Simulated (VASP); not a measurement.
# CO2 (Cmce) in VASP: notebook

Runs on CO2. Level: r2SCAN+D3(BJ). Tasks: single point, relaxation of cell and atoms.

Everything below comes from runs of VASP 6.6.1. Logs are shortened: lines on timing, memory, paths and dates and some standing lists are left out, and cuts for length are marked.

## (1) The cell of the first run

It takes space group Cmce (No. 64, orthorhombic). The conventional cell has a = 4.704 Å, b = 4.312 Å, c = 6.008 Å, α = 90.00°, β = 90.00°, γ = 90.00°. C (site symmetry 2/m) has 2 O at 1.16 Å within 1.6 Å. O (site symmetry m) has 1 C at 1.16 Å within 1.6 Å.

## (2) Single point, r2SCAN+D3(BJ)

File POSCAR:

```
CO2
1.0
    2.3521850323     -2.1561127577      0.0000000000
    2.3521850323      2.1561127577      0.0000000000
    0.0000000000      0.0000000000      6.0079539700
C O
2 4
Direct
    0.0000000000      0.0000000000      0.0000000000
    0.5000000000      0.5000000000      0.5000000000
    0.7857206932      0.2142793068      0.8845359750
    0.2142793068      0.7857206932      0.1154640250
    0.7142793068      0.2857206932      0.3845359750
    0.2857206932      0.7142793068      0.6154640250
```

File INCAR.step1:

```
SYSTEM = CO2
  ALGO = Normal
  EDIFF = 1E-4
  ENCUT = 520
  GGA = PE
  ISMEAR = 0
  LASPH = .True.
  LCHARG = .False.
  LREAL = .False.
  LWAVE = .True.
  NBANDS = 25
  NELM = 100
  PREC = Accurate
  SIGMA = 0.01
```

File INCAR.step2:

```
SYSTEM = CO2
  ALGO = Normal
  EDIFF = 1E-6
  ENCUT = 520
  ISIF = 2
  ISMEAR = 0
  ISTART = 1
  IVDW = 12
  LASPH = .True.
  LCHARG = .False.
  LMIXTAU = .True.
  LREAL = .False.
  LWAVE = .False.
  METAGGA = R2SCAN
  NBANDS = 25
  NELM = 100
  PREC = Accurate
  SIGMA = 0.01
  VDW_A1 = 0.49484001
  VDW_A2 = 5.73083694
  VDW_S6 = 1.0
  VDW_S8 = 0.78981345
```

File KPOINTS:

```
k-points
0
Gamma
  8 8 4
  0 0 0
```

Potentials or basis: VASP PAW PBE potentials, release 64 (C, O).

On the command line:

```sh
$ cat potpaw_PBE.64/C/POTCAR potpaw_PBE.64/O/POTCAR > POTCAR
$ cp INCAR.step1 INCAR
$ mpirun -np 1 vasp_std > vasp.out
$ cp INCAR.step2 INCAR
$ mpirun -np 1 vasp_std > vasp.out
```

OUTCAR:

```text
SYSTEM = CO2
   EDIFF = 1E-6
   ENCUT = 520
   ISIF = 2
   ISMEAR = 0
   ISTART = 1
   IVDW = 12
   LASPH = .True.
   LREAL = .False.
   METAGGA = R2SCAN
   NELM = 100
   PREC = Accurate
 IVDW          = 12

 ion  position               nearest neighbor table
   1  0.000  0.000  0.000-   3 1.16   4 1.16
   2  0.500  0.500  0.500-   5 1.16   6 1.16
   3  0.786  0.214  0.885-   1 1.16
   4  0.214  0.786  0.115-   1 1.16
   5  0.714  0.286  0.385-   2 1.16
   6  0.286  0.714  0.615-   2 1.16

  LATTYP: Found a base centered orthorhombic cell.
 ALAT       =     4.3122255154
 B/A-ratio  =     1.0909378574
 C/A-ratio  =     1.3932374243

  Lattice vectors:

 A1 = (  -2.3521850323,  -2.1561127577,   0.0000000000)
 A2 = (   2.3521850323,  -2.1561127577,   0.0000000000)
 A3 = (   0.0000000000,   0.0000000000,   6.0079539700)

Analysis of symmetry for initial positions (statically):
=====================================================================
 Subroutine PRICEL returns:
 Original cell was already a primitive cell.

 Routine SETGRP: Setting up the symmetry group for a
 base centered orthorhombic supercell.

 Subroutine GETGRP returns: Found  8 space group operations
 (whereof  4 operations were pure point group operations)
 out of a pool of  8 trial point group operations.

The static configuration has the point symmetry C_2h.
 The point group associated with its full space group is D_2h.

Analysis of symmetry for dynamics (positions and initial velocities):
=====================================================================
 Subroutine PRICEL returns:
 Original cell was already a primitive cell.

 Routine SETGRP: Setting up the symmetry group for a
 base centered orthorhombic supercell.

 Subroutine GETGRP returns: Found  8 space group operations
 (whereof  4 operations were pure point group operations)
 out of a pool of  8 trial point group operations.

The dynamic configuration has the point symmetry C_2h.
 The point group associated with its full space group is D_2h.

 Subroutine INISYM returns: Found  8 space group operations
 (whereof  4 operations are pure point group operations),
 and found     1 'primitive' translations

----------------------------------------------------------------------------------------

                                     Primitive cell

  volume of cell :      60.9396

  direct lattice vectors                    reciprocal lattice vectors
     2.352185032 -2.156112758  0.000000000     0.212568311 -0.231898818  0.000000000
     2.352185032  2.156112758  0.000000000     0.212568311  0.231898818  0.000000000
     0.000000000  0.000000000  6.007953970     0.000000000  0.000000000  0.166446016

  length of vectors
     3.190861428  3.190861428  6.007953970     0.314582817  0.314582817  0.166446016

  position of ions in fractional coordinates (direct lattice)
     0.000000000  0.000000000  0.000000000
     0.500000000  0.500000000  0.500000000
     0.785720693  0.214279307  0.884535975
     0.214279307  0.785720693  0.115464025
     0.714279307  0.285720693  0.384535975
     0.285720693  0.714279307  0.615464025

  ion indices of the primitive-cell ions
   primitive index   ion index
                 1           1
                 2           2
                 3           3
                 4           4
                 5           5
                 6           6

----------------------------------------------------------------------------------------

 KPOINTS: k-points

Automatic generation of k-mesh.
 Grid dimensions read from file:
 generate k-points for:    8    8    4

 Generating k-lattice:

  Cartesian coordinates                     Fractional coordinates (reciprocal lattice)
     0.026571039 -0.028987352  0.000000000     0.125000000  0.000000000  0.000000000
     0.026571039  0.028987352  0.000000000     0.000000000  0.125000000  0.000000000
     0.000000000  0.000000000  0.041611504     0.000000000  0.000000000  0.250000000

  Length of vectors
     0.039322852  0.039322852  0.041611504

  Shift w.r.t. Gamma in fractional coordinates (k-lattice)
     0.000000000  0.000000000  0.000000000

 Subroutine IBZKPT returns following result:
 ===========================================

 Found     63 irreducible k-points:

 Following reciprocal coordinates:
            Coordinates               Weight
  0.000000  0.000000  0.000000      1.000000
  0.125000  0.000000  0.000000      4.000000
  0.250000  0.000000  0.000000      4.000000
  0.375000  0.000000  0.000000      4.000000
  0.500000  0.000000  0.000000      2.000000
  0.125000  0.125000  0.000000      2.000000
[... 16 lines left out ...]
  0.125000  0.000000  0.250000      8.000000
  0.250000  0.000000  0.250000      8.000000
 [... further k-points ...]
   k-points           NKPTS =     63   k-points in BZ     NKDIM =     63   number of bands    NBANDS=     25
   number of dos      NEDOS =    301   number of ions     NIONS =      6
   total plane-waves  NPLWV =  27648
   dimension x,y,z NGX =    24 NGY =   24 NGZ =   48
   dimension x,y,z NGXF=    48 NGYF=   48 NGZF=   96
   ions per type =               2   4
   NGX,Y,Z   is equivalent  to a cutoff of  12.50, 12.50, 13.28 a.u.
   NGXF,Y,Z  is equivalent  to a cutoff of  25.01, 25.01, 26.56 a.u.
 SYSTEM =  CO2
   PREC   = accura    normal or accurate (medium, high low for compatibility)
   ISTART =      1    job   : 0-new  1-cont  2-samecut
   ICHARG =      0    charge: 1-file 2-atom 10-const
   ISPIN  =      1    spin polarized calculation?
   LNONCOLLINEAR =      F non collinear calculations
   LSORBIT =      F    spin-orbit coupling
   LASPH  =      T    aspherical Exc in radial PAW
   ENCUT  =  520.0 eV  38.22 Ry    6.18 a.u.   5.93  5.93 11.17*2*pi/ulx,y,z
   NELM   =    100;   NELMIN=  2; NELMDL=  0     # of ELM steps
   EDIFF  = 0.1E-05   stopping-criterion for ELM
   LREAL  =      F    real-space projection
   EDIFFG = 0.1E-04   stopping-criterion for IOM
   NSW    =      0    number of steps for IOM
   IBRION =     -1    ionic relax: 0-MD 1-quasi-New 2-CG
   NFREE  =      0    steps in history (QN), initial steepest desc. (CG)
   ISIF   =      2    stress and relaxation
   ISYM   =      2    0-nonsym 1-usesym 2-fastsym
   POTIM  = 0.5000    time-step for ionic-motion
   TEBEG  =    0.0;   TEEND  =   0.0 temperature during run
   PSTRESS=    0.0 pullay stress
   NELECT =      32.0000    total number of electrons
   NUPDOWN=      -1.0000    fix difference up-down
   EMIN   =  10.00;   EMAX   =-10.00  energy-range for DOS
   EFERMI =   0.00;   METHOD = LEGACY
   ISMEAR =     0;   SIGMA  =   0.01  broadening in eV -4-tet -1-fermi 0-gaus
   EFERMI_NEDOS =   21; number of points for ismear=-14 and -15
   IALGO  =     38    algorithm
   IMIX   =      4    mixing-type and parameters
     AMIX     =   0.40;   BMIX     =  1.00
     AMIX_MAG =   1.60;   BMIX_MAG =  1.00
  volume/ion in A,a.u.               =      10.16        68.54
  Fermi-wavevector in a.u.,A,eV,Ry     =   1.320763  2.495881 23.734215  1.744416
  Thomas-Fermi vector in A             =   2.450566
   LORBIT       =      0    0 simple, 1 ext, 2 COOP (PROOUT), +10 PAW based schemes
   METAGGA = R2SCAN    functional components
   LHFCALC =     F    Hartree Fock is set to
   AEXX    =    0.0000 exact exchange contribution
   IVDW    =    12    specifies the selected vdW correction
   LEPSILON=     F    determine dielectric tensor
   LRPA    =     F    only Hartree local field effects (RPA)
 non-spin polarized calculation
 Gauss-broadening in eV      SIGMA  =   0.01
  energy-cutoff  :      520.00
  volume of cell :       60.94
 maximum number of plane-waves:      1656
   NGX = 11   NGY = 11   NGZ = 23

 number of electron      32.0000002 magnetization

 Free energy of the ion-electron system (eV)
  ---------------------------------------------------
  ext. energy  EPLUGINS =         0.00000000
  ---------------------------------------------------
  free energy    TOTEN  =       -50.94653386 eV

  energy without entropy =      -50.94653386  energy(sigma->0) =      -50.94653386

 E-fermi :  -0.9766     XC(G=0): -10.4019

 val. band max:       -1.1357697795   @ k =   0.5000   0.5000   0.0000
 cond. band min:       5.6500899506   @ k =   0.0000   0.0000   0.0000
 fundamental gap:      6.7858597301
 Fermi energy:        -0.9766194465

 k-point     1 :       0.0000    0.0000    0.0000
  band No.  band energies     occupation
      1     -24.0946      2.00000
      2     -23.6315      2.00000
      3     -22.4799      2.00000
      4     -22.2325      2.00000
      5      -7.6123      2.00000
      6      -7.1105      2.00000
[... 17 lines left out ...]
     24      16.8127      0.00000
     25      17.7440      0.00000

 k-point     2 :       0.1250    0.0000    0.0000
  band No.  band energies     occupation
      1     -24.0393      2.00000
      2     -23.6026      2.00000
      3     -22.4835      2.00000
      4     -22.2630      2.00000
      5      -7.7457      2.00000
      6      -7.0741      2.00000
[... 17 lines left out ...]
     24      16.3768      0.00000
     25      17.5631      0.00000

 k-point     3 :       0.2500    0.0000    0.0000
  band No.  band energies     occupation
      1     -23.8894      2.00000
      2     -23.5347      2.00000
      3     -22.4967      2.00000
      4     -22.3465      2.00000
      5      -7.9411      2.00000
      6      -7.1885      2.00000
[... 552 lines left out ...]
 k-point    23 :       0.1250    0.0000    0.2500
  band No.  band energies     occupation
      1     -23.9852      2.00000
      2     -23.6801      2.00000
      3     -22.4378      2.00000
      4     -22.2856      2.00000
      5      -7.7219      2.00000
      6      -7.2435      2.00000
[... 17 lines left out ...]
     24      16.7002      0.00000
     25      17.5848      0.00000

 k-point    24 :       0.2500    0.0000    0.2500
  band No.  band energies     occupation
      1     -23.8438      2.00000
      2     -23.5950      2.00000
      3     -22.4669      2.00000
      4     -22.3625      2.00000
      5      -7.8596      2.00000
      6      -7.2165      2.00000
[... 17 lines left out ...]
     24      16.0941      0.00000
     25      17.0469      0.00000

 [... further k-points ...]

------------------------ aborting loop because EDIFF is reached ----------------------------------------

 Edisp (eV)   -0.30473

 E8    (eV) :    -0.0566

  FORCE on cell =-STRESS in cart. coord.  units (eV):
  Direction    XX          YY          ZZ          XY          YZ          ZX
  --------------------------------------------------------------------------------------
  -------------------------------------------------------------------------------------
  Total       3.25628     5.63738     4.54290     0.00000     0.00000     0.00000
  in kB      85.61159   148.21359   119.43844     0.00000     0.00000     0.00000
  external pressure =      117.75 kB  Pullay stress =        0.00 kB

 VOLUME and BASIS-vectors are now :
 -----------------------------------------------------------------------------
  energy-cutoff  :      520.00
  volume of cell :       60.94
      direct lattice vectors                 reciprocal lattice vectors
     2.352185032 -2.156112758  0.000000000     0.212568311 -0.231898818  0.000000000
     2.352185032  2.156112758  0.000000000     0.212568311  0.231898818  0.000000000
     0.000000000  0.000000000  6.007953970     0.000000000  0.000000000  0.166446016

 POSITION                                       TOTAL-FORCE (eV/Angst)
 -----------------------------------------------------------------------------------
      0.00000      0.00000      0.00000         0.000000      0.000000      0.000000
      2.35219      0.00000      3.00398        -0.000000     -0.000000      0.000000
      2.35219     -1.23209      5.31425         0.000000      0.651171     -0.486394
      2.35219      1.23209      0.69370         0.000000     -0.651171      0.486394
      2.35219     -0.92402      2.31027         0.000000     -0.651171     -0.486394
      2.35219      0.92402      3.69768         0.000000      0.651171      0.486394
 -----------------------------------------------------------------------------------
    total drift:                                0.000000      0.000000     -0.000000

  FREE ENERGIE OF THE ION-ELECTRON SYSTEM (eV)
  ---------------------------------------------------
  free  energy   TOTEN  =       -51.2512639824 eV

  energy  without entropy=      -51.2512639824  energy(sigma->0) =      -51.25126398
```

Run time: 2.7 min. Hardware: 1 thread of Intel Xeon Platinum 8488C (Sapphire Rapids), shared host; peak memory 0.22 GiB.

Results:

- Free energy: -51.2513 eV
- Pressure: 11.8 GPa
- Largest force: 0.813 eV/Å
- Band gap on the k mesh: 6.79 eV (least direct gap 7.83 eV)
- Dispersion energy per atom: -0.051 eV

Forces in eV/Å, atoms in the order of the input:
```
C    0.000  0.000  0.000
C    0.000  0.000  0.000
O    0.000  0.651 -0.486
O    0.000 -0.651  0.486
O    0.000 -0.651 -0.486
O    0.000  0.651  0.486
```

Caveat: the stress differs along the axes, from 9 to 15 GPa; the PAW data sets were made with another functional, which shifts forces and pressure a little.

## (3) Relaxation of cell and atoms, r2SCAN+D3(BJ), target pressure 9 GPa, at which the enthalpy is minimised

File POSCAR:

```
CO2
1.0
    2.3559647501     -2.1613870538      0.0000000000
    2.3559647501      2.1613870538      0.0000000000
    0.0000000000      0.0000000000      5.9808021343
C O
2 4
Direct
    0.0000000000      0.0000000000      0.0000000000
    0.5000000000      0.5000000000      0.5000000000
    0.7857354635      0.2142645365      0.8845497083
    0.2142645365      0.7857354635      0.1154502917
    0.7142645365      0.2857354635      0.3845497083
    0.2857354635      0.7142645365      0.6154502917
```

File INCAR.step1:

```
SYSTEM = CO2
PREC     = Accurate       ! precision mode
ENCUT    = 600            ! plane-wave cutoff, eV
ISMEAR   = 0              ! smearing method
SIGMA    = 0.01           ! smearing width, eV
LREAL    = .False.        ! projectors in reciprocal space
LASPH    = .True.         ! aspherical terms in the spheres
NELM     = 100            ! most SCF steps
GGA      = PE             ! functional
ALGO     = Normal         ! electronic algorithm
EDIFF    = 1E-4           ! SCF threshold, eV
LWAVE    = .True.         ! write WAVECAR
LCHARG   = .False.        ! write CHGCAR
```

File INCAR.step2:

```
SYSTEM = CO2
PREC     = Accurate       ! precision mode
ENCUT    = 600            ! plane-wave cutoff, eV
EDIFF    = 1E-7           ! SCF threshold, eV
ISMEAR   = 0              ! smearing method
SIGMA    = 0.01           ! smearing width, eV
LREAL    = .False.        ! projectors in reciprocal space
LASPH    = .True.         ! aspherical terms in the spheres
NELM     = 100            ! most SCF steps
ALGO     = Normal         ! electronic algorithm
ISIF     = 3              ! what is computed and relaxed
LWAVE    = .False.        ! write WAVECAR
LCHARG   = .False.        ! write CHGCAR
METAGGA  = R2SCAN         ! meta-GGA
LMIXTAU  = .True.       
IVDW     = 12             ! dispersion correction
VDW_S6   = 1.0          
VDW_S8   = 0.78981345   
VDW_A1   = 0.49484001   
VDW_A2   = 5.73083694   
IBRION   = 2              ! ionic algorithm
NSW      = 80             ! ionic steps
EDIFFG   = -0.002         ! ionic threshold
PSTRESS  = 90.0         
ISTART   = 1
```

File KPOINTS:

```
Automatic mesh
0
Gamma
  8 8 4
  0 0 0
```

Potentials or basis: VASP PAW PBE potentials, release 64 (C, O).

On the command line:

```sh
$ cat potpaw_PBE.64/C/POTCAR potpaw_PBE.64/O/POTCAR > POTCAR
$ cp INCAR.step1 INCAR
$ mpirun -np 1 vasp_std > vasp.out
$ cp INCAR.step2 INCAR
$ mpirun -np 1 vasp_std > vasp.out
```

Wall time 40 min (1 thread of Intel Xeon Platinum 8488C (Sapphire Rapids), shared host); peak memory 0.26 GiB.

Results (log left out):

```
Free energy                                                : -51.2580 eV
Relaxed volume                                             : 10.07 Å³/atom
Relaxed cell                                               : a = 3.184 Å, b = 3.184 Å, c = 5.979 Å, α = 90.00°, β = 90.00°, γ = 85.11°
Space group after relaxing (to 0.1 Å)                      : Cmce (No. 64)
Energy change on relaxing (the run minimises the enthalpy) : +2.9 meV/atom
Ionic steps                                                : 15
Pressure after relaxing                                    : 9.0 GPa
Band gap on the k mesh                                     : 6.60 eV (least direct gap 7.66 eV)
Dispersion energy per atom                                 : -0.051 eV
```

The path:
```
step  energy change (eV)  largest force (eV/Å)  pressure (GPa)  volume (Å³)
   1              0.0000                0.7931           11.51        60.91
   2              0.3691                4.4763          -10.06        62.32
   3             -0.0199                0.0207            8.26        61.08
   4             -0.0194                0.0236            8.44        61.07
   5             -0.0192                0.0379            8.49        61.07
   6             -0.0066                0.0297            8.69        60.83
   7              0.0322                0.0079            9.29        60.13
   8              0.0173                0.0162            9.06        60.39
   9              0.0162                0.1096            8.56        60.42
  10              0.0172                0.0038            8.99        60.40
  11              0.0172                0.0034            8.99        60.40
  12              0.0173                0.0028            9.00        60.39
  13              0.0176                0.0056            9.02        60.39
  14              0.0165                0.0727            8.70        60.41
  15              0.0175                0.0004            9.00        60.39
```

Final structure:
```
C O
1.0
     2.34544   -2.15334    0.00000
     2.34544    2.15334    0.00000
     0.00000    0.00000    5.97865
C O
2 4
Direct
  0.00000 0.00000 0.00000
  0.50000 0.50000 0.50000
  0.78359 0.21641 0.88393
  0.21641 0.78359 0.11607
  0.71641 0.28359 0.38393
  0.28359 0.71641 0.61607
```

Levels at points of the mesh, in eV from the valence-band top:
| k point | band 13 | band 14 | band 15 | band 16 | band 17 | band 18 | band 19 | band 20 |
| --- | --- | --- | --- | --- | --- | --- | --- | --- |
| (0.00, 0.00, 0.00) | -1.80 | -1.80 | -1.12 | -1.06 | 6.60 | 7.53 | 7.66 | 7.79 |
| (0.50, 0.00, 0.00) | -1.25 | -1.25 | -0.49 | -0.49 | 7.47 | 7.47 | 9.27 | 9.27 |
| (0.50, 0.50, 0.00) | -1.99 | -1.41 | -0.72 | 0.00 | 7.88 | 9.76 | 9.93 | 10.08 |
| (0.00, 0.00, 0.50) | -1.43 | -1.43 | -1.41 | -1.41 | 7.17 | 7.17 | 8.43 | 8.43 |
| (0.50, 0.00, 0.50) | -1.40 | -1.40 | -0.43 | -0.43 | 7.63 | 7.63 | 9.36 | 9.36 |
| (0.50, 0.50, 0.50) | -1.40 | -1.40 | -0.64 | -0.64 | 8.97 | 8.97 | 9.83 | 9.83 |

Caveat: the cell is relaxed towards a set pressure, so the run minimises the enthalpy, not the energy; the PAW data sets were made with another functional, which shifts forces and pressure a little.
